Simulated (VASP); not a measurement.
# NaF (P6_3/mmc) in VASP: vibrations by perturbation theory with PBE

Aim: the vibrations by perturbation theory of NaF with PBE.

All numbers are computed with VASP 6.6.1; they aren't measurements. Logs are shortened: lines on timing, memory, paths and dates and some standing lists are left out, and cuts for length are marked.

### 1 The cell of the first run

It takes space group P6_3/mmc (No. 194, hexagonal). Conventional cell: a = 3.942 Å, b = 3.942 Å, c = 4.656 Å, α = 90.00°, β = 90.00°, γ = 120.00°. Within 3.0 Å of Na (site symmetry -6m2) lie 5 F at 2.28 to 2.33 Å. F (site symmetry -6m2) has 5 Na at 2.28 to 2.33 Å within 3.0 Å.

### 2 Vibrations by perturbation theory, PBE

The input, INCAR:

```
SYSTEM = NaF
PREC = Accurate
ENCUT = 520
EDIFF = 1E-8
ISMEAR = 0
SIGMA = 0.01
LREAL = .FALSE.
LASPH = .TRUE.
NELM = 80
ALGO = Normal
ISIF = 2
LWAVE = .FALSE.
LCHARG = .FALSE.
GGA = PE
IBRION = 8
NSW = 1
LEPSILON = .TRUE.
```

The input, KPOINTS:

```
regular mesh
0
G
  10 10 6
  0 0 0
```

The input, POSCAR:

```
NaF
1.0
    3.9423876846      0.0000000000      0.0000000000
   -1.9711938423      3.4142078864      0.0000000000
    0.0000000000      0.0000000000      4.6557175721
Na F
2 2
Direct
    0.3333333333      0.6666666667      1.0000000000
    0.6666666667      0.3333333333      0.5000000000
    0.6666666667      0.3333333333      0.0000000000
    0.3333333333      0.6666666667      0.5000000000
```

Potentials or basis: VASP PAW PBE potentials, release 64 (Na_pv, F).

The run is started by

```bash
$ cat potpaw_PBE.64/Na_pv/POTCAR potpaw_PBE.64/F/POTCAR > POTCAR
$ mpirun -np 1 vasp_std > vasp.out
```

OUTCAR:

```text
SYSTEM = NaF
   PREC = Accurate
   ENCUT = 520
   EDIFF = 1E-8
   ISMEAR = 0
   LREAL = .FALSE.
   LASPH = .TRUE.
   NELM = 80
   ISIF = 2
   GGA = PE
   IBRION = 8
   NSW = 1
   LEPSILON = .TRUE.

 ion  position               nearest neighbor table
   1  0.333  0.667  0.000-   3 2.28   3 2.28   3 2.28   4 2.33   4 2.33
   2  0.667  0.333  0.500-   4 2.28   4 2.28   4 2.28   3 2.33   3 2.33
   3  0.667  0.333  0.000-   1 2.28   1 2.28   1 2.28   2 2.33   2 2.33
   4  0.333  0.667  0.500-   2 2.28   2 2.28   2 2.28   1 2.33   1 2.33

  LATTYP: Found a hexagonal cell.
 ALAT       =     3.9423876846
 C/A-ratio  =     1.1809385440

  Lattice vectors:

 A1 = (   3.9423876846,   0.0000000000,   0.0000000000)
 A2 = (  -1.9711938423,   3.4142078864,   0.0000000000)
 A3 = (   0.0000000000,   0.0000000000,   4.6557175721)

Analysis of symmetry for initial positions (statically):
=====================================================================
 Subroutine PRICEL returns:
 Original cell was already a primitive cell.

 Routine SETGRP: Setting up the symmetry group for a
 hexagonal supercell.

 Subroutine GETGRP returns: Found 24 space group operations
 (whereof 12 operations were pure point group operations)
 out of a pool of 24 trial point group operations.

The static configuration has the point symmetry D_3h.
 The point group associated with its full space group is D_6h.

Analysis of symmetry for dynamics (positions and initial velocities):
=====================================================================
 Subroutine PRICEL returns:
 Original cell was already a primitive cell.

 Routine SETGRP: Setting up the symmetry group for a
 hexagonal supercell.

 Subroutine GETGRP returns: Found 24 space group operations
 (whereof 12 operations were pure point group operations)
 out of a pool of 24 trial point group operations.

The dynamic configuration has the point symmetry D_3h.
 The point group associated with its full space group is D_6h.

 Subroutine INISYM returns: Found 24 space group operations
 (whereof 12 operations are pure point group operations),
 and found     1 'primitive' translations

----------------------------------------------------------------------------------------

                                     Primitive cell

  volume of cell :      62.6666

  direct lattice vectors                    reciprocal lattice vectors
     3.942387685  0.000000000  0.000000000     0.253653390  0.146446853  0.000000000
    -1.971193842  3.414207886  0.000000000     0.000000000  0.292893706  0.000000000
     0.000000000  0.000000000  4.655717572     0.000000000  0.000000000  0.214789661

  length of vectors
     3.942387685  3.942387685  4.655717572     0.292893706  0.292893706  0.214789661

  position of ions in fractional coordinates (direct lattice)
     0.333333333  0.666666667  0.000000000
     0.666666667  0.333333333  0.500000000
     0.666666667  0.333333333  0.000000000
     0.333333333  0.666666667  0.500000000

  ion indices of the primitive-cell ions
   primitive index   ion index
                 1           1
                 2           2
                 3           3
                 4           4

----------------------------------------------------------------------------------------

 KPOINTS: regular mesh

Automatic generation of k-mesh.
 Grid dimensions read from file:
 generate k-points for:   10   10    6

 Generating k-lattice:

  Cartesian coordinates                     Fractional coordinates (reciprocal lattice)
     0.025365339  0.014644685  0.000000000     0.100000000  0.000000000  0.000000000
[... 653 lines left out ...]

 Free energy of the ion-electron system (eV)
  ---------------------------------------------------
  ---------------------------------------------------
  free energy    TOTEN  =        -0.13760386 eV

  energy without entropy =       -0.13760386

------------------------ aborting loop because EDIFF is reached ----------------------------------------

--------------------------------------- Ionic step        2  -------------------------------------------

------------------------ aborting loop because EDIFF is reached ----------------------------------------

--------------------------------------- Ionic step        3  -------------------------------------------

------------------------ aborting loop because EDIFF is reached ----------------------------------------

 PIEZOELECTRIC TENSOR FIELD DIRECTION 3  (e Angst)
 -----------------------------------------------------------------------------
     0.00002  0.00000  0.00000           ( -0.00001  0.00000  0.00000)
     0.00000  0.00002  0.00000           (  0.00000 -0.00001  0.00000)
     0.00000  0.00000 -0.00058           (  0.00000  0.00000 -0.00003)

 PIEZOELECTRIC TENSOR FIELD DIRECTION 3  (C/m^2)
 -----------------------------------------------------------------------------
     0.00001  0.00000  0.00000
     0.00000  0.00001  0.00000
     0.00000  0.00000 -0.00015

[... ionic steps 4 to 9 ...]

--------------------------------------- Ionic step       10  -------------------------------------------

------------------------ aborting loop because EDIFF is reached ----------------------------------------

[... ionic steps 11 to 11 ...]

--------------------------------------- Ionic step       12  -------------------------------------------

 Free energy of the ion-electron system (eV)
  ---------------------------------------------------
  ---------------------------------------------------
  free energy    TOTEN  =        -0.54281626 eV

  energy without entropy =       -0.54281626

------------------------ aborting loop because EDIFF is reached ----------------------------------------

 INTERNAL STRAIN TENSOR  FOR ION    3  DIRECTION 3   (eV/Angst):
 -----------------------------------------------------------------------------
     0.00978  0.00000  0.00000
     0.00000  0.00978 -0.00000
     0.00000 -0.00000 -0.07066

 MACROSCOPIC STATIC DIELECTRIC TENSOR (including local field effects in DFT)
 ------------------------------------------------------
           1.714556    -0.000000     0.000000
           0.000000     1.714556     0.000000
           0.000000     0.000000     1.722708
 ------------------------------------------------------

 PIEZOELECTRIC TENSOR (including local field effects)  for field in x, y, z        (e  Angst)
          XX          YY          ZZ          XY          YZ          ZX
  --------------------------------------------------------------------------------
  x     0.00000    -0.00000     0.00000     0.00000     0.00000     0.00000
  y     0.00000     0.00000     0.00000     0.00000     0.00000     0.00000
  z     0.00000     0.00000     0.00000     0.00000     0.00000     0.00000

 PIEZOELECTRIC TENSOR (including local field effects)  for field in x, y, z        (C/m^2)
          XX          YY          ZZ          XY          YZ          ZX
  --------------------------------------------------------------------------------
  x     0.00000    -0.00000     0.00000     0.00000     0.00000     0.00000
  y     0.00000     0.00000     0.00000     0.00000     0.00000     0.00000
  z     0.00000     0.00000     0.00000     0.00000     0.00000     0.00000

 BORN EFFECTIVE CHARGES (including local field effects) (in |e|, cummulative output)
 ---------------------------------------------------------------------------------
 ion    1
    1     0.96026    -0.00000     0.00000
    2     0.00000     0.96026     0.00000
    3     0.00000     0.00000     1.02079
 ion    2
    1     0.96026     0.00000     0.00000
    2     0.00000     0.96026     0.00000
    3     0.00000     0.00000     1.02079
 ion    3
    1    -0.96026    -0.00000     0.00000
    2     0.00000    -0.96026     0.00000
    3     0.00000     0.00000    -1.02079
 ion    4
    1    -0.96026     0.00000     0.00000
    2     0.00000    -0.96026     0.00000
    3     0.00000     0.00000    -1.02079

 INTERNAL STRAIN TENSOR FOR ION    4 for displacements in x,y,z  (eV/Angst):
          X           Y           Z          XY          YZ          ZX
  --------------------------------------------------------------------------------
  x     0.00000    -0.00000     0.00000    -3.02838     0.00000     0.00000
  y    -3.02838     3.02838     0.00000     0.00000     0.00000     0.00000
  z     0.00000     0.00000     0.00000     0.00000     0.00000     0.00000

 SECOND DERIVATIVES (NOT SYMMETRIZED)
 ------------------------------------
               1X          1Y          1Z          2X          2Y          2Z          3X          3Y          3Z          4X          4Y          4Z
  1X    -3.100141    0.000000    0.000000    0.393155   -0.000000    0.000000    2.304936    0.000000    0.000000    0.402050    0.000000    0.000000
  1Y     0.000000   -3.100141    0.000000    0.000000    0.393155    0.000000    0.000000    2.304936    0.000000    0.000000    0.402050    0.000000
  1Z     0.000000    0.000000   -3.596664    0.000000    0.000000    1.419524    0.000000    0.000000    0.748069    0.000000    0.000000    1.429071
  2X     0.393155   -0.000000    0.000000   -3.100141    0.000000    0.000000    0.402050    0.000000    0.000000    2.304936    0.000000    0.000000
  2Y     0.000000    0.393155    0.000000    0.000000   -3.100141    0.000000    0.000000    0.402050    0.000000    0.000000    2.304936    0.000000
  2Z     0.000000    0.000000    1.419524    0.000000    0.000000   -3.596664    0.000000    0.000000    1.429071    0.000000    0.000000    0.748069
  3X     2.272349   -0.000000    0.000000    0.368782    0.000000    0.000000   -3.046410    0.000000    0.000000    0.405278   -0.000000    0.000000
  3Y    -0.000000    2.272349    0.000000    0.000000    0.368782    0.000000    0.000000   -3.046410    0.000000    0.000000    0.405278    0.000000
  3Z     0.000000    0.000000    0.730493    0.000000    0.000000    1.416974   -0.000000    0.000000   -3.685783    0.000000   -0.000000    1.538316
  4X     0.368782    0.000000    0.000000    2.272349   -0.000000    0.000000    0.405278   -0.000000    0.000000   -3.046410    0.000000    0.000000
  4Y     0.000000    0.368782    0.000000   -0.000000    2.272349    0.000000    0.000000    0.405278    0.000000    0.000000   -3.046410    0.000000
  4Z     0.000000    0.000000    1.416974    0.000000    0.000000    0.730493    0.000000   -0.000000    1.538316   -0.000000    0.000000   -3.685783

 Eigenvectors and eigenvalues of the dynamical matrix
 ----------------------------------------------------

   1 f  =    8.417435 THz    52.888306 2PiTHz  280.775421 cm-1    34.811700 meV
             X         Y         Z           dx          dy          dz
     -0.000000  2.276139  0.000000     0.000000   -0.000000   -0.293481
      1.971194  1.138069  2.327859    -0.000000    0.000000    0.293481
      1.971194  1.138069  0.000000    -0.000000    0.000000   -0.643326
     -0.000000  2.276139  2.327859     0.000000   -0.000000    0.643326
[... 71 lines left out ...]
  12 f/i=    0.048608 THz     0.305411 2PiTHz    1.621376 cm-1     0.201025 meV
             X         Y         Z           dx          dy          dz
     -0.000000  2.276139  0.000000    -0.518699    0.040802    0.000000
      1.971194  1.138069  2.327859    -0.518699    0.040802    0.000000
      1.971194  1.138069  0.000000    -0.477365    0.037551    0.000000
     -0.000000  2.276139  2.327859    -0.477365    0.037551    0.000000

--------------------------------------------------------------------------------------------------------

 MACROSCOPIC STATIC DIELECTRIC TENSOR IONIC CONTRIBUTION
 ------------------------------------------------------
           1.991269    -0.000000    -0.000000
          -0.000000     1.991269    -0.000000
          -0.000000    -0.000000     2.782954
 ------------------------------------------------------

 ELASTIC MODULI CONTR FROM IONIC RELAXATION (kBar)
 Direction    XX          YY          ZZ          XY          YZ          ZX
 --------------------------------------------------------------------------------
 XX        -164.4877    164.4877      0.0000      0.0000      0.0000      0.0000
 YY         164.4877   -164.4877      0.0000     -0.0000      0.0000      0.0000
 ZZ           0.0000      0.0000      0.0000      0.0000      0.0000      0.0000
 XY           0.0000     -0.0000      0.0000   -164.4877      0.0000      0.0000
 YZ           0.0000      0.0000      0.0000      0.0000      0.0000      0.0000
 ZX           0.0000      0.0000      0.0000      0.0000      0.0000      0.0000
 --------------------------------------------------------------------------------

 PIEZOELECTRIC TENSOR IONIC CONTR  for field in x, y, z        (C/m^2)
          XX          YY          ZZ          XY          YZ          ZX
  --------------------------------------------------------------------------------
  x    -0.00000     0.00000     0.00000     0.00000     0.00000     0.00000
  y    -0.00000     0.00000     0.00000    -0.00000     0.00000     0.00000
  z    -0.00000     0.00000     0.00000    -0.00000     0.00000     0.00000
```

Run time: 18 min. Hardware: 1 thread of Intel Xeon Platinum 8488C (Sapphire Rapids), shared host; peak memory 0.6 GiB.

What came out:

| Item | Value |
| --- | --- |
| Electronic dielectric tensor (diagonal) | 1.71, 1.71, 1.72 |
| Born charges (mean of the diagonal) | Na +0.98; F -0.98 e |
| Highest phonon frequency at Γ, LO-TO splitting left out | 281 cm⁻¹ |

Phonon frequencies in cm⁻¹ (negative: imaginary):
```csv
q point,frequencies
"(0.000, 0.000, 0.000)",-2 -2 -1 142 142 235 238 264 264 265 265 281
```

Electronic dielectric tensor:
```
1.71 0.00 0.00
0.00 1.71 0.00
0.00 0.00 1.72
```

Born effective charge tensors (e):
atom 1, Na
```
0.96 0.00 0.00
0.00 0.96 0.00
0.00 0.00 1.02
```
atom 2, Na
```
0.96 0.00 0.00
0.00 0.96 0.00
0.00 0.00 1.02
```
atom 3, F
```
-0.96  0.00  0.00
 0.00 -0.96  0.00
 0.00  0.00 -1.02
```
atom 4, F
```
-0.96  0.00  0.00
 0.00 -0.96  0.00
 0.00  0.00 -1.02
```
